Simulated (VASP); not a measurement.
# H3C2N in VASP: a series of runs

Runs on H3C2N. Level: PBE. Tasks: single point.

All numbers are computed with VASP 6.6.1; they aren't measurements. Logs are shortened: lines on timing, memory, paths and dates and some standing lists are left out, and cuts for length are marked.

### Step 1. The cell of the first run

The cell holds a disordered packing, 36 atoms: a = 8.052 Å, b = 8.052 Å, c = 8.052 Å, α = 90.00°, β = 90.00°, γ = 90.00°.

### Step 2. Single point, PBE

Contents of INCAR:

```
SYSTEM = H3C2N
PREC = Accurate ; ENCUT = 520
EDIFF = 1E-6 ; ISMEAR = -1
SIGMA = 0.02 ; LREAL = Auto
LASPH = .True. ; NELM = 100
ALGO = Normal ; ISIF = 2
LWAVE = .False. ; LCHARG = .False.
GGA = PE ; NBANDS = 72
```

Contents of KPOINTS:

```
Automatic mesh
0
Gamma
  1 1 1
  0 0 0
```

Contents of POSCAR:

```
H3C2N
1.0
    8.0517480000      0.0000000000      0.0000000000
    0.0000000000      8.0517480000      0.0000000000
    0.0000000000      0.0000000000      8.0517480000
C N H
12 6 18
Direct
    0.2635576772      0.5880089640      0.7575622089
    0.3972801931      0.4682461498      0.7659951603
    0.1680753049      0.7948832974      0.3279536319
    0.1022883478      0.8977802087      0.4613780759
    0.7702054262      0.3302140107      0.4664825576
    0.9165090611      0.3884870714      0.3776447052
    0.6806720727      0.9510729844      0.7520478783
    0.8135997301      0.9063497765      0.8681965705
    0.2334648327      0.1466389658      0.0458037186
    0.3916540855      0.1394728201      0.1333499260
    0.6465055787      0.5299221983      0.1134163662
    0.6030864354      0.6288448173      0.2577204354
    0.5015308477      0.3706151757      0.7876053746
    0.0452448338      0.9762476421      0.5689199414
    1.0442577189      0.4372094109      0.3265874690
    0.9179249028      0.8580869645      0.9543145165
    0.5282331240      0.1271028353      0.1745956282
    0.5662497137      0.7109760514      0.3705033988
    0.3251467880      0.6978857262      0.7282642229
    0.1694166285      0.5583011291      0.6641166614
    0.1955351807      0.5993356970      0.8796599198
    0.0767038412      0.7642439878      0.2349179333
    0.2743627843      0.8653773069      0.2801627671
    0.2246965504      0.6821251733      0.3854815128
    0.7049152557      0.4161580815      0.5408515021
    0.6992022105      0.2506660665      0.3791226452
    0.8174125668      0.2358245688      0.5558420358
    0.6512374704      1.0815663878      0.7596362926
    0.7189991540      0.9080636900      0.6308195438
    0.5658522845      0.8790389366      0.7806503631
    0.1564877589      0.0333219569      0.0662589043
    0.1658025065      0.2672090582      0.0685192830
    0.2566771836      0.1569845455     -0.0892352816
    0.7842023869      0.5298973589      0.0953209167
    0.6057069844      0.4061850917      0.1384668273
    0.5936474912      0.5771417585     -0.0081969778
```

Potentials or basis: VASP PAW PBE potentials, release 64 (C, N, H).

The run is started by

```console
$ cat potpaw_PBE.64/C/POTCAR potpaw_PBE.64/N/POTCAR potpaw_PBE.64/H/POTCAR > POTCAR
$ mpirun -np 1 vasp_gam > vasp.out
```

OUTCAR:

```text
SYSTEM = H3C2N
   PREC = Accurate
   ENCUT = 520
   EDIFF = 1E-6
   ISMEAR = -1
   LREAL = Auto
   LASPH = .True.
   NELM = 100
   ISIF = 2
   GGA = PE

 ion  position               nearest neighbor table
   1  0.264  0.588  0.758-  19 1.04  20 1.09  21 1.13   2 1.45
   2  0.397  0.468  0.766-  13 1.16   1 1.45
   3  0.168  0.795  0.328-  22 1.08  23 1.10  24 1.12   4 1.46
   4  0.102  0.898  0.461-  14 1.17   3 1.46
   5  0.770  0.330  0.466-  25 1.06  26 1.11  27 1.11   6 1.46
   6  0.917  0.388  0.378-  15 1.18   5 1.46
   7  0.681  0.951  0.752-  28 1.08  29 1.08  30 1.12   8 1.47
   8  0.814  0.906  0.868-  16 1.16   7 1.47
   9  0.233  0.147  0.046-  33 1.11  31 1.12  32 1.13  10 1.46
  10  0.392  0.139  0.133-  17 1.15   9 1.46
  11  0.647  0.530  0.113-  35 1.07  34 1.12  36 1.13  12 1.45
  12  0.603  0.629  0.258-  18 1.16  11 1.45
  13  0.502  0.371  0.788-   2 1.16
  14  0.045  0.976  0.569-   4 1.17
  15  0.044  0.437  0.327-   6 1.18
  16  0.918  0.858  0.954-   8 1.16
  17  0.528  0.127  0.175-  10 1.15
  18  0.566  0.711  0.371-  12 1.16
[... 16 lines left out ...]
  35  0.606  0.406  0.138-  11 1.07
  36  0.594  0.577  0.992-  11 1.13

  LATTYP: Found a simple cubic cell.
 ALAT       =     8.0517480000

  Lattice vectors:

 A1 = (   8.0517480000,   0.0000000000,   0.0000000000)
 A2 = (   0.0000000000,   8.0517480000,   0.0000000000)
 A3 = (   0.0000000000,   0.0000000000,   8.0517480000)

Analysis of symmetry for initial positions (statically):
=====================================================================
 Subroutine PRICEL returns:
 Original cell was already a primitive cell.

 Routine SETGRP: Setting up the symmetry group for a
 simple cubic supercell.

 Subroutine GETGRP returns: Found  1 space group operations
 (whereof  1 operations were pure point group operations)
 out of a pool of 48 trial point group operations.

The static configuration has the point symmetry C_1 .

Analysis of symmetry for dynamics (positions and initial velocities):
=====================================================================
 Subroutine PRICEL returns:
 Original cell was already a primitive cell.

 Routine SETGRP: Setting up the symmetry group for a
 simple cubic supercell.

 Subroutine GETGRP returns: Found  1 space group operations
 (whereof  1 operations were pure point group operations)
 out of a pool of 48 trial point group operations.

The dynamic configuration has the point symmetry C_1 .

 Subroutine INISYM returns: Found  1 space group operations
 (whereof  1 operations are pure point group operations),
 and found     1 'primitive' translations

----------------------------------------------------------------------------------------

                                     Primitive cell

  volume of cell :     522.0000

  direct lattice vectors                    reciprocal lattice vectors
     8.051748000  0.000000000  0.000000000     0.124196634  0.000000000  0.000000000
     0.000000000  8.051748000  0.000000000     0.000000000  0.124196634  0.000000000
     0.000000000  0.000000000  8.051748000     0.000000000  0.000000000  0.124196634

  length of vectors
     8.051748000  8.051748000  8.051748000     0.124196634  0.124196634  0.124196634

  position of ions in fractional coordinates (direct lattice)
     0.263557677  0.588008964  0.757562209
     0.397280193  0.468246150  0.765995160
     0.168075305  0.794883297  0.327953632
     0.102288348  0.897780209  0.461378076
     0.770205426  0.330214011  0.466482558
     0.916509061  0.388487071  0.377644705
[... 28 lines left out ...]
     0.605706984  0.406185092  0.138466827
     0.593647491  0.577141758  0.991803022

  ion indices of the primitive-cell ions
   primitive index   ion index
                 1           1
                 2           2
                 3           3
                 4           4
                 5           5
                 6           6
[... 28 lines left out ...]
                35          35
                36          36

----------------------------------------------------------------------------------------

 KPOINTS: Automatic mesh

Automatic generation of k-mesh.
 Grid dimensions read from file:
 generate k-points for:    1    1    1

 Generating k-lattice:

  Cartesian coordinates                     Fractional coordinates (reciprocal lattice)
     0.124196634  0.000000000  0.000000000     1.000000000  0.000000000  0.000000000
     0.000000000  0.124196634  0.000000000     0.000000000  1.000000000  0.000000000
     0.000000000  0.000000000  0.124196634     0.000000000  0.000000000  1.000000000

  Length of vectors
     0.124196634  0.124196634  0.124196634

  Shift w.r.t. Gamma in fractional coordinates (k-lattice)
     0.000000000  0.000000000  0.000000000

 Subroutine IBZKPT returns following result:
 ===========================================

 Found      1 irreducible k-points:

 Following reciprocal coordinates:
            Coordinates               Weight
  0.000000  0.000000  0.000000      1.000000
   k-points           NKPTS =      1   k-points in BZ     NKDIM =      1   number of bands    NBANDS=     72
   number of dos      NEDOS =    301   number of ions     NIONS =     36
   total plane-waves  NPLWV = 216000
   dimension x,y,z NGX =    60 NGY =   60 NGZ =   60
   dimension x,y,z NGXF=   120 NGYF=  120 NGZF=  120
   ions per type =              12   6  18
   NGX,Y,Z   is equivalent  to a cutoff of  12.39, 12.39, 12.39 a.u.
   NGXF,Y,Z  is equivalent  to a cutoff of  24.78, 24.78, 24.78 a.u.
 SYSTEM =  H3C2N
   PREC   = accura    normal or accurate (medium, high low for compatibility)
   ISTART =      0    job   : 0-new  1-cont  2-samecut
   ICHARG =      2    charge: 1-file 2-atom 10-const
   ISPIN  =      1    spin polarized calculation?
   LNONCOLLINEAR =      F non collinear calculations
   LSORBIT =      F    spin-orbit coupling
   LASPH  =      T    aspherical Exc in radial PAW
   ENCUT  =  520.0 eV  38.22 Ry    6.18 a.u.  14.97 14.97 14.97*2*pi/ulx,y,z
   NELM   =    100;   NELMIN=  2; NELMDL= -5     # of ELM steps
   EDIFF  = 0.1E-05   stopping-criterion for ELM
   LREAL  =      T    real-space projection
   EDIFFG = 0.1E-04   stopping-criterion for IOM
   NSW    =      0    number of steps for IOM
   IBRION =     -1    ionic relax: 0-MD 1-quasi-New 2-CG
   NFREE  =      0    steps in history (QN), initial steepest desc. (CG)
   ISIF   =      2    stress and relaxation
   ISYM   =      2    0-nonsym 1-usesym 2-fastsym
   POTIM  = 0.5000    time-step for ionic-motion
   TEBEG  =    0.0;   TEEND  =   0.0 temperature during run
   PSTRESS=    0.0 pullay stress
   NELECT =      96.0000    total number of electrons
   NUPDOWN=      -1.0000    fix difference up-down
   EMIN   =  10.00;   EMAX   =-10.00  energy-range for DOS
   EFERMI =   0.00;   METHOD = LEGACY
   ISMEAR =    -1;   SIGMA  =   0.02  broadening in eV -4-tet -1-fermi 0-gaus
   EFERMI_NEDOS =   21; number of points for ismear=-14 and -15
   IALGO  =     38    algorithm
   IMIX   =      4    mixing-type and parameters
     AMIX     =   0.40;   BMIX     =  1.00
     AMIX_MAG =   1.60;   BMIX_MAG =  1.00
  volume/ion in A,a.u.               =      14.50        97.85
  Fermi-wavevector in a.u.,A,eV,Ry     =   0.930983  1.759303 11.792568  0.866729
  Thomas-Fermi vector in A             =   2.057429
   LORBIT       =      0    0 simple, 1 ext, 2 COOP (PROOUT), +10 PAW based schemes
   GGA     = PE    functional components
   LHFCALC =     F    Hartree Fock is set to
   AEXX    =    0.0000 exact exchange contribution
   IVDW    =     0    specifies the selected vdW correction
   LEPSILON=     F    determine dielectric tensor
   LRPA    =     F    only Hartree local field effects (RPA)
 non-spin polarized calculation
  energy-cutoff  :      520.00
  volume of cell :      522.00
 maximum number of plane-waves:      6999
 NGX is ok and might be reduce to    60
   NGX = 29   NGY = 29   NGZ = 29

 number of electron      95.9999996 magnetization

 Free energy of the ion-electron system (eV)
  ---------------------------------------------------
  ext. energy  EPLUGINS =         0.00000000
  ---------------------------------------------------
  free energy    TOTEN  =      -220.58626194 eV

  energy without entropy =     -220.58626194  energy(sigma->0) =     -220.58626194

 E-fermi :  -4.1107     XC(G=0):  -6.2054

 val. band max:       -4.6262817951   @ k =   0.0000   0.0000   0.0000
 cond. band min:       1.6092304912   @ k =   0.0000   0.0000   0.0000
 fundamental gap:      6.2355122863
 Fermi energy:        -4.1106592229

 k-point     1 :       0.0000    0.0000    0.0000
  band No.  band energies     occupation
      1     -20.0225      2.00000
      2     -19.7489      2.00000
      3     -19.5358      2.00000
      4     -19.4929      2.00000
      5     -19.4744      2.00000
      6     -19.3601      2.00000
[... 52 lines left out ...]
     59       3.0085      0.00000
     60       3.1466      0.00000
 [bands above 60 left out]

------------------------ aborting loop because EDIFF is reached ----------------------------------------

  FORCE on cell =-STRESS in cart. coord.  units (eV):
  Direction    XX          YY          ZZ          XY          YZ          ZX
  --------------------------------------------------------------------------------------
  -------------------------------------------------------------------------------------
  Total        1.0158581      4.2806414      0.2212685      0.0485853     -0.3097936      0.7151224
  in kB        3.1179783     13.1385945      0.6791405      0.1491230     -0.9508510      2.1949287
  external PRESSURE =       5.6452378 kB  Pullay stress =       0.0000000 kB

 VOLUME and BASIS-vectors are now :
 -----------------------------------------------------------------------------
  energy-cutoff  :      520.00
  volume of cell :      522.00
      direct lattice vectors                 reciprocal lattice vectors
     8.051748000  0.000000000  0.000000000     0.124196634  0.000000000  0.000000000
     0.000000000  8.051748000  0.000000000     0.000000000  0.124196634  0.000000000
     0.000000000  0.000000000  8.051748000     0.000000000  0.000000000  0.124196634

 POSITION                                       TOTAL-FORCE (eV/Angst)
 -----------------------------------------------------------------------------------
      2.12210      4.73450      6.09970        -0.975932     -1.413486      1.116174
      3.19880      3.77020      6.16760        -0.673569     -0.550254      0.314942
      1.35330      6.40020      2.64060         1.141055      0.221434      1.356277
      0.82360      7.22870      3.71490        -0.459002     -0.278597     -0.178990
      6.20150      2.65880      3.75600         1.445421     -2.502005     -0.783929
      7.37950      3.12800      3.04070         0.804685      0.723311      0.665347
[... 28 lines left out ...]
      4.87700      3.27050      1.11490        -0.283525     -1.015780     -0.214039
      4.77990      4.64700      7.98575         0.187943     -0.292681      1.210731
 -----------------------------------------------------------------------------------
    total drift:                               -0.008333     -0.010615     -0.032347

  FREE ENERGIE OF THE ION-ELECTRON SYSTEM (eV)
  ---------------------------------------------------
  free  energy   TOTEN  =      -220.5862619409 eV

  energy  without entropy=     -220.5862619409  energy(sigma->0) =     -220.58626194
```

Run time: 95 s. Hardware: 1 thread of Intel Xeon 8259CL, shared host; peak memory 0.47 GiB.

What came out:

| Item | Value |
| --- | --- |
| Free energy | -220.5863 eV |
| Pressure | 0.6 GPa |
| Largest force | 2.994 eV/Å |
| Band gap on the k mesh | 6.24 eV |

Forces on the atoms (eV/Å):
```
C   -0.976 -1.413  1.116
C   -0.674 -0.550  0.315
C    1.141  0.221  1.356
C   -0.459 -0.279 -0.179
C    1.445 -2.502 -0.784
C    0.805  0.723  0.665
C   -0.093 -1.098  0.940
C   -1.181  0.153 -0.805
C   -0.551  0.697 -0.340
C   -1.593  0.017 -1.378
C    0.740  1.214 -0.774
C    0.121  0.230 -0.795
N    0.291 -0.157 -0.302
N    0.138  0.141 -0.050
N   -0.942 -0.523 -0.051
N    0.768 -0.258  0.723
N    1.401 -0.059  0.922
N   -0.082  0.114  0.510
H    0.406  2.195 -0.510
H    0.142 -0.097 -0.219
H    0.615 -0.020 -0.669
H   -0.325 -0.065 -0.346
H    0.019 -0.105 -0.420
H   -0.453  0.338 -0.453
H   -0.825  1.194  0.188
H   -0.437  0.560  0.263
H    0.117  0.195 -0.150
H   -0.071  0.581 -0.166
H    0.143  0.236 -0.678
H    0.412  0.306  0.148
H    0.109  0.696  0.056
H    0.206 -0.989  0.511
H    0.300 -0.389  0.154
H   -0.563  0.001  0.207
H   -0.284 -1.016 -0.214
H    0.188 -0.293  1.211
```

Levels at points of the mesh, in eV from the valence-band top:
```csv
k point,band 45,band 46,band 47,band 48,band 49,band 50,band 51,band 52
"(0.00, 0.00, 0.00)",-0.23,-0.15,-0.01,0.00,6.24,6.61,6.83,6.88
```

Caveat: the k points lie up to 0.78 Å⁻¹ apart.

[end of part 1 of 3]
